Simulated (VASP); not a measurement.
# HfC (P6_3/mmc) in VASP: notebook

HfC is run at these levels: r2SCAN; tasks: single point.

All numbers are computed with VASP 6.6.1; they aren't measurements. Logs are shortened: lines on timing, memory, paths and dates and some standing lists are left out, and cuts for length are marked.

**1. The cell of the first run**

The structure is hexagonal, space group P6_3/mmc (No. 194). The conventional cell has a = 3.275 Å, b = 3.275 Å, c = 5.097 Å, α = 90.00°, β = 90.00°, γ = 120.00°. Within 3.0 Å of Hf (site symmetry -6m2) lie 6 C at 2.28 Å. C (site symmetry -3m) has 6 Hf at 2.28 Å and 2 C at 2.55 Å within 3.0 Å.

**2. Single point, r2SCAN**

POSCAR reads:

```
HfC
1.0
    3.2746251489      0.0000000000      0.0000000000
   -1.6373125744      2.8359085668      0.0000000000
    0.0000000000      0.0000000000      5.0965063620
Hf C
2 2
Direct
    0.3333333333      0.6666666667      0.2500000000
    0.6666666667      0.3333333333      0.7500000000
    0.0000000000      0.0000000000      0.5000000000
    0.0000000000      0.0000000000      0.0000000000
```

INCAR.step1 reads:

```
SYSTEM = HfC
  PREC = Accurate
  ENCUT = 520
  ISMEAR = -1
  SIGMA = 0.05
  LREAL = .False.
  LASPH = .True.
  NELM = 100
  NBANDS = 22
  GGA = PE
  ALGO = Normal
  EDIFF = 1E-4
  LWAVE = .True.
  LCHARG = .False.
```

INCAR.step2 reads:

```
SYSTEM = HfC
  PREC = Accurate
  ENCUT = 520
  EDIFF = 1E-7
  ISMEAR = -1
  SIGMA = 0.05
  LREAL = .False.
  LASPH = .True.
  NELM = 100
  ALGO = Normal
  ISIF = 2
  LWAVE = .False.
  LCHARG = .False.
  METAGGA = R2SCAN
  LMIXTAU = .True.
  NBANDS = 22
  ISTART = 1
```

KPOINTS reads:

```
regular mesh
0
Gamma
  9 9 5
  0 0 0
```

Potentials or basis: VASP PAW PBE potentials, release 64 (Hf_pv, C).

Command:

```
$ cat potpaw_PBE.64/Hf_pv/POTCAR potpaw_PBE.64/C/POTCAR > POTCAR
$ cp INCAR.step1 INCAR
$ mpirun -np 1 vasp_std > vasp.out
$ cp INCAR.step2 INCAR
$ mpirun -np 1 vasp_std > vasp.out
```

OUTCAR:

```text
SYSTEM = HfC
   PREC = Accurate
   ENCUT = 520
   EDIFF = 1E-7
   ISMEAR = -1
   LREAL = .False.
   LASPH = .True.
   NELM = 100
   ISIF = 2
   METAGGA = R2SCAN
   ISTART = 1

 ion  position               nearest neighbor table
   1  0.333  0.667  0.250-   3 2.28   4 2.28   3 2.28   4 2.28   3 2.28   4 2.28   2 3.17   2 3.17
                             2 3.17   2 3.17   2 3.17   2 3.17
   2  0.667  0.333  0.750-   3 2.28   4 2.28   3 2.28   4 2.28   3 2.28   4 2.28   1 3.17   1 3.17
                             1 3.17   1 3.17   1 3.17   1 3.17
   3  0.000  0.000  0.500-   1 2.28   2 2.28   1 2.28   2 2.28   2 2.28   1 2.28
   4  0.000  0.000  0.000-   1 2.28   2 2.28   1 2.28   2 2.28   2 2.28   1 2.28

  LATTYP: Found a hexagonal cell.
 ALAT       =     3.2746251489
 C/A-ratio  =     1.5563632875

  Lattice vectors:

 A1 = (   3.2746251489,   0.0000000000,   0.0000000000)
 A2 = (  -1.6373125744,   2.8359085668,   0.0000000000)
 A3 = (   0.0000000000,   0.0000000000,   5.0965063620)

Analysis of symmetry for initial positions (statically):
=====================================================================
 Subroutine PRICEL returns:
 Original cell was already a primitive cell.

 Routine SETGRP: Setting up the symmetry group for a
 hexagonal supercell.

 Subroutine GETGRP returns: Found 24 space group operations
 (whereof 12 operations were pure point group operations)
 out of a pool of 24 trial point group operations.

The static configuration has the point symmetry D_3d.
 The point group associated with its full space group is D_6h.

Analysis of symmetry for dynamics (positions and initial velocities):
=====================================================================
 Subroutine PRICEL returns:
 Original cell was already a primitive cell.

 Routine SETGRP: Setting up the symmetry group for a
 hexagonal supercell.

 Subroutine GETGRP returns: Found 24 space group operations
 (whereof 12 operations were pure point group operations)
 out of a pool of 24 trial point group operations.

The dynamic configuration has the point symmetry D_3d.
 The point group associated with its full space group is D_6h.

 Subroutine INISYM returns: Found 24 space group operations
 (whereof 12 operations are pure point group operations),
 and found     1 'primitive' translations

----------------------------------------------------------------------------------------

                                     Primitive cell

  volume of cell :      47.3289

  direct lattice vectors                    reciprocal lattice vectors
     3.274625149  0.000000000  0.000000000     0.305378465  0.176310339  0.000000000
    -1.637312574  2.835908567  0.000000000     0.000000000  0.352620677  0.000000000
     0.000000000  0.000000000  5.096506362     0.000000000  0.000000000  0.196212842

  length of vectors
     3.274625149  3.274625149  5.096506362     0.352620677  0.352620677  0.196212842

  position of ions in fractional coordinates (direct lattice)
     0.333333333  0.666666667  0.250000000
     0.666666667  0.333333333  0.750000000
     0.000000000  0.000000000  0.500000000
     0.000000000  0.000000000  0.000000000

  ion indices of the primitive-cell ions
   primitive index   ion index
                 1           1
                 2           2
                 3           3
                 4           4

----------------------------------------------------------------------------------------

 KPOINTS: regular mesh

Automatic generation of k-mesh.
 Grid dimensions read from file:
 generate k-points for:    9    9    5

 Generating k-lattice:

  Cartesian coordinates                     Fractional coordinates (reciprocal lattice)
     0.033930941  0.019590038  0.000000000     0.111111111  0.000000000  0.000000000
     0.000000000  0.039180075  0.000000000     0.000000000  0.111111111  0.000000000
     0.000000000  0.000000000  0.039242568     0.000000000  0.000000000  0.200000000

  Length of vectors
     0.039180075  0.039180075  0.039242568

  Shift w.r.t. Gamma in fractional coordinates (k-lattice)
     0.000000000  0.000000000  0.000000000

 Subroutine IBZKPT returns following result:
 ===========================================

 Found     36 irreducible k-points:

 Following reciprocal coordinates:
            Coordinates               Weight
  0.000000  0.000000  0.000000      1.000000
  0.111111  0.000000  0.000000      6.000000
  0.222222 -0.000000  0.000000      6.000000
  0.333333 -0.000000  0.000000      6.000000
  0.444444 -0.000000  0.000000      6.000000
  0.111111  0.111111  0.000000      6.000000
[... 16 lines left out ...]
  0.333333  0.222222  0.200000     24.000000
  0.333333  0.333333  0.200000      4.000000
 [... further k-points ...]
   k-points           NKPTS =     36   k-points in BZ     NKDIM =     36   number of bands    NBANDS=     22
   number of dos      NEDOS =    301   number of ions     NIONS =      4
   total plane-waves  NPLWV =  23040
   dimension x,y,z NGX =    24 NGY =   24 NGZ =   40
   dimension x,y,z NGXF=    48 NGYF=   48 NGZF=   80
   ions per type =               2   2
   NGX,Y,Z   is equivalent  to a cutoff of  12.18, 12.18, 13.05 a.u.
   NGXF,Y,Z  is equivalent  to a cutoff of  24.37, 24.37, 26.10 a.u.
 SYSTEM =  HfC
   PREC   = accura    normal or accurate (medium, high low for compatibility)
   ISTART =      1    job   : 0-new  1-cont  2-samecut
   ICHARG =      0    charge: 1-file 2-atom 10-const
   ISPIN  =      1    spin polarized calculation?
   LNONCOLLINEAR =      F non collinear calculations
   LSORBIT =      F    spin-orbit coupling
   LASPH  =      T    aspherical Exc in radial PAW
   ENCUT  =  520.0 eV  38.22 Ry    6.18 a.u.   6.09  6.09  9.48*2*pi/ulx,y,z
   NELM   =    100;   NELMIN=  2; NELMDL=  0     # of ELM steps
   EDIFF  = 0.1E-06   stopping-criterion for ELM
   LREAL  =      F    real-space projection
   EDIFFG = 0.1E-05   stopping-criterion for IOM
   NSW    =      0    number of steps for IOM
   IBRION =     -1    ionic relax: 0-MD 1-quasi-New 2-CG
   NFREE  =      0    steps in history (QN), initial steepest desc. (CG)
   ISIF   =      2    stress and relaxation
   ISYM   =      2    0-nonsym 1-usesym 2-fastsym
   POTIM  = 0.5000    time-step for ionic-motion
   TEBEG  =    0.0;   TEEND  =   0.0 temperature during run
   PSTRESS=    0.0 pullay stress
   NELECT =      28.0000    total number of electrons
   NUPDOWN=      -1.0000    fix difference up-down
   EMIN   =  10.00;   EMAX   =-10.00  energy-range for DOS
   EFERMI =   0.00;   METHOD = LEGACY
   ISMEAR =    -1;   SIGMA  =   0.05  broadening in eV -4-tet -1-fermi 0-gaus
   EFERMI_NEDOS =   21; number of points for ismear=-14 and -15
   IALGO  =     38    algorithm
   IMIX   =      4    mixing-type and parameters
     AMIX     =   0.40;   BMIX     =  1.00
     AMIX_MAG =   1.60;   BMIX_MAG =  1.00
  volume/ion in A,a.u.               =      11.83        79.85
  Fermi-wavevector in a.u.,A,eV,Ry     =   1.374312  2.597073 25.697784  1.888734
  Thomas-Fermi vector in A             =   2.499750
   LORBIT       =      0    0 simple, 1 ext, 2 COOP (PROOUT), +10 PAW based schemes
   METAGGA = R2SCAN    functional components
   LHFCALC =     F    Hartree Fock is set to
   AEXX    =    0.0000 exact exchange contribution
   IVDW    =     0    specifies the selected vdW correction
   LEPSILON=     F    determine dielectric tensor
   LRPA    =     F    only Hartree local field effects (RPA)
 non-spin polarized calculation
  energy-cutoff  :      520.00
  volume of cell :       47.33
 maximum number of plane-waves:      1296
   NGX = 13   NGY = 13   NGZ = 19

 number of electron      27.9999997 magnetization

 Free energy of the ion-electron system (eV)
  ---------------------------------------------------
  ext. energy  EPLUGINS =         0.00000000
  ---------------------------------------------------
  free energy    TOTEN  =      -113.63796149 eV

  energy without entropy =     -113.63377639  energy(sigma->0) =     -113.63586894

 E-fermi :   6.8785     XC(G=0): -13.4806

 val. band max:        6.8306732556   @ k =   0.2222   0.2222   0.2000
 cond. band min:       6.9729422922   @ k =   0.1111   0.1111   0.2000
 fundamental gap:      0.1422690365
 Fermi energy:         6.8784890499

 k-point     1 :       0.0000    0.0000    0.0000
  band No.  band energies     occupation
      1     -24.8482      2.00000
      2     -24.1110      2.00000
      3     -24.1110      2.00000
      4     -24.0057      2.00000
      5     -24.0057      2.00000
      6     -23.9061      2.00000
[... 14 lines left out ...]
     21      11.6470      0.00000
     22      16.0634      0.00000

 k-point     2 :       0.1111    0.0000    0.0000
  band No.  band energies     occupation
      1     -24.8110      2.00000
      2     -24.1864      2.00000
      3     -24.1399      2.00000
      4     -24.0745      2.00000
      5     -24.0075      2.00000
      6     -23.9193      2.00000
[... 14 lines left out ...]
     21      12.3143      0.00000
     22      15.4590      0.00000

 k-point     3 :       0.2222   -0.0000    0.0000
  band No.  band energies     occupation
      1     -24.7089      2.00000
      2     -24.3795      2.00000
      3     -24.2371      2.00000
      4     -24.2042      2.00000
      5     -24.0204      2.00000
      6     -23.9605      2.00000
[... 14 lines left out ...]
     21      14.0632      0.00000
     22      14.2606      0.00000

 k-point     4 :       0.3333   -0.0000    0.0000
  band No.  band energies     occupation
      1     -24.5961      2.00000
      2     -24.5693      2.00000
      3     -24.4097      2.00000
      4     -24.2698      2.00000
      5     -24.0417      2.00000
      6     -24.0301      2.00000
[... 14 lines left out ...]
     21      13.9437      0.00000
     22      14.7521      0.00000

 k-point     5 :       0.4444   -0.0000    0.0000
  band No.  band energies     occupation
      1     -24.7339      2.00000
      2     -24.5179      2.00000
      3     -24.4454      2.00000
      4     -24.3101      2.00000
      5     -24.1078      2.00000
      6     -24.0576      2.00000
[... 417 lines left out ...]
 k-point    22 :       0.2222    0.2222    0.2000
  band No.  band energies     occupation
      1     -24.6156      2.00000
      2     -24.6085      2.00000
      3     -24.3304      2.00000
      4     -24.3203      2.00000
      5     -24.1808      2.00000
      6     -24.0412      2.00000
[... 14 lines left out ...]
     21      14.3717      0.00000
     22      15.1748      0.00000

 k-point    23 :       0.3333    0.2222    0.2000
  band No.  band energies     occupation
      1     -24.6920      2.00000
      2     -24.5649      2.00000
      3     -24.4434      2.00000
      4     -24.2829      2.00000
      5     -24.2197      2.00000
      6     -24.0919      2.00000
[... 14 lines left out ...]
     21      14.7740      0.00000
     22      15.2871      0.00000

 k-point    24 :       0.3333    0.3333    0.2000
  band No.  band energies     occupation
      1     -24.6557      2.00000
      2     -24.5212      2.00000
      3     -24.5212      2.00000
      4     -24.3548      2.00000
      5     -24.1569      2.00000
      6     -24.1569      2.00000
[... 14 lines left out ...]
     21      15.7588      0.00000
     22      15.7588      0.00000

 [... further k-points ...]
[... 5 lines left out ...]
  --------------------------------------------------------------------------------------
  -------------------------------------------------------------------------------------
  Total        3.2120216      3.2120216      4.7618604      0.0000000      0.0000000     -0.0000000
  in kB      108.7333213    108.7333213    161.1984456      0.0000000      0.0000000     -0.0000000
  external PRESSURE =     126.2216961 kB  Pullay stress =       0.0000000 kB

 VOLUME and BASIS-vectors are now :
 -----------------------------------------------------------------------------
  energy-cutoff  :      520.00
  volume of cell :       47.33
      direct lattice vectors                 reciprocal lattice vectors
     3.274625149  0.000000000  0.000000000     0.305378465  0.176310339  0.000000000
    -1.637312574  2.835908567  0.000000000     0.000000000  0.352620677  0.000000000
     0.000000000  0.000000000  5.096506362     0.000000000  0.000000000  0.196212842

 POSITION                                       TOTAL-FORCE (eV/Angst)
 -----------------------------------------------------------------------------------
     -0.00000      1.89061      1.27413        -0.000000      0.000000      0.000000
      1.63731      0.94530      3.82238        -0.000000     -0.000000      0.000000
      0.00000      0.00000      2.54825         0.000000      0.000000      0.000000
      0.00000      0.00000      0.00000         0.000000      0.000000      0.000000
 -----------------------------------------------------------------------------------
    total drift:                               -0.000000      0.000000     -0.000000

  FREE ENERGIE OF THE ION-ELECTRON SYSTEM (eV)
  ---------------------------------------------------
  free  energy   TOTEN  =      -113.6379614899 eV

  energy  without entropy=     -113.6337763938  energy(sigma->0) =     -113.63586894
```

It took 1.7 min on 1 thread of Intel Xeon Platinum 8375C at 2.90GHz (Ice Lake), shared host; peak memory 0.19 GiB.

Results:

* Free energy: -113.6380 eV
* Pressure: 12.6 GPa
* Band gap on the k mesh: zero (band 14 reaches 8.17 eV, above the bottom of band 15 at 6.83 eV)

Stress tensor (GPa, compression positive):
```
10.87  0.00  0.00
 0.00 10.87  0.00
 0.00  0.00 16.12
```

Caveat: the PAW data sets were made with another functional, which shifts forces and pressure a little; spin-orbit coupling is left out, which moves the levels of the heavy elements.

**3. Single point, r2SCAN**

This run uses another cell than the first one, of 12.08 Å³/atom, 1.021 times its volume.

POSCAR reads:

```
HfC
1.0
    3.2976866492      0.0000000000      0.0000000000
   -1.6488433246      2.8558804119      0.0000000000
    0.0000000000      0.0000000000      5.1323984344
Hf C
2 2
Direct
    0.3333333333      0.6666666667      0.2500000000
    0.6666666667      0.3333333333      0.7500000000
    0.0000000000      0.0000000000      0.5000000000
    0.0000000000      0.0000000000      0.0000000000
```

INCAR.step1 reads:

```
SYSTEM = HfC
  ALGO = Normal
  EDIFF = 1E-4
  ENCUT = 520
  GGA = PE
  ISMEAR = -1
  LASPH = .TRUE.
  LCHARG = .FALSE.
  LREAL = .FALSE.
  LWAVE = .TRUE.
  NBANDS = 22
  NELM = 100
  PREC = Accurate
  SIGMA = 0.05
```

INCAR.step2 reads:

```
SYSTEM = HfC
  ALGO = Normal
  EDIFF = 1E-6
  ENCUT = 520
  ISIF = 2
  ISMEAR = -1
  ISTART = 1
  LASPH = .TRUE.
  LCHARG = .FALSE.
  LMIXTAU = .TRUE.
  LREAL = .FALSE.
  LWAVE = .FALSE.
  METAGGA = R2SCAN
  NBANDS = 22
  NELM = 100
  PREC = Accurate
  SIGMA = 0.05
```

KPOINTS reads:

```
k-points
0
G
  9 9 5
  0 0 0
```

Potentials or basis: VASP PAW PBE potentials, release 64 (Hf_pv, C).

Command:

```
$ cat potpaw_PBE.64/Hf_pv/POTCAR potpaw_PBE.64/C/POTCAR > POTCAR
$ cp INCAR.step1 INCAR
$ mpirun -np 1 vasp_std > vasp.out
$ cp INCAR.step2 INCAR
$ mpirun -np 1 vasp_std > vasp.out
```

Run time: 2.8 min. Hardware: 1 thread of Intel Xeon Platinum 8375C at 2.90GHz (Ice Lake), shared host; peak memory 0.19 GiB.

The run converged. Its results:

```yaml
Free_energy: -113.6981 eV
Pressure: 6.6 GPa
Band_gap_on_the_k_mesh: zero (band 14 reaches 8.00 eV, above the bottom of band 15 at 6.67 eV)
```

Stress tensor (GPa, compression positive):
```
 4.72  0.00  0.00
 0.00  4.72  0.00
 0.00  0.00 10.25
```

Levels at points of the mesh, in eV from the Fermi level:
```tsv
k point	band 11	band 12	band 13	band 14	band 15	band 16	band 17	band 18
(0.00, 0.00, 0.00)	-3.43	-1.44	-1.44	1.27	1.65	1.65	2.14	2.14
```

Caveat: the PAW data sets were made with another functional, which shifts forces and pressure a little; spin-orbit coupling is left out, which moves the levels of the heavy elements.

**4. Single point, r2SCAN**

This run uses another cell than the first one, of 12.34 Å³/atom, 1.043 times its volume.

POSCAR reads:

```
HfC
1.0
    3.3204300345      0.0000000000      0.0000000000
   -1.6602150172      2.8755767613      0.0000000000
    0.0000000000      0.0000000000      5.1677954043
Hf C
2 2
Direct
    0.3333333333      0.6666666667      0.2500000000
    0.6666666667      0.3333333333      0.7500000000
    0.0000000000      0.0000000000      0.5000000000
    0.0000000000      0.0000000000      0.0000000000
```

INCAR.step1 reads:

```
PREC = Accurate
ENCUT = 520
ISMEAR = -1
SIGMA = 0.05
LREAL = False
LASPH = True
NELM = 80
NBANDS = 22
GGA = PE
ALGO = Normal
EDIFF = 1E-4
LWAVE = True
LCHARG = False
```

INCAR.step2 reads:

```
PREC = Accurate
ENCUT = 520
EDIFF = 1E-6
ISMEAR = -1
SIGMA = 0.05
LREAL = False
LASPH = True
NELM = 80
ALGO = Normal
ISIF = 2
LWAVE = False
LCHARG = True
METAGGA = R2SCAN
LMIXTAU = True
LELF = True
LVHAR = True
NBANDS = 22
ISTART = 1
```

KPOINTS reads:

```
Automatic mesh
0
Gamma
  9 9 5
```

Command:

```
$ cat potpaw_PBE.64/Hf_pv/POTCAR potpaw_PBE.64/C/POTCAR > POTCAR
$ cp INCAR.step1 INCAR
$ mpirun -np 1 vasp_std > vasp.out
$ cp INCAR.step2 INCAR
$ mpirun -np 1 vasp_std > vasp.out
```

Wall time 2.9 min (1 thread of Intel Xeon Platinum 8375C at 2.90GHz (Ice Lake), shared host); peak memory 0.19 GiB.

The run converged. Its results:

| Property | Result |
| --- | --- |
| Free energy | -113.7222 eV |
| Pressure | 1.1 GPa |
| Band gap on the k mesh | zero (band 14 reaches 7.83 eV, above the bottom of band 15 at 6.51 eV) |

Stress tensor (GPa, compression positive):
```
-0.82  0.00  0.00
 0.00 -0.82  0.00
 0.00  0.00  4.94
```

Levels at points of the mesh, in eV from the Fermi level:
```
           k point  band 11  band 12  band 13  band 14  band 15  band 16  band 17  band 18
(0.00, 0.00, 0.00)    -3.37    -1.41    -1.41     1.26     1.63     1.63     2.10     2.10
```

Caveat: the PAW data sets were made with another functional, which shifts forces and pressure a little; spin-orbit coupling is left out, which moves the levels of the heavy elements.

(Continued in part 2 of 2.)
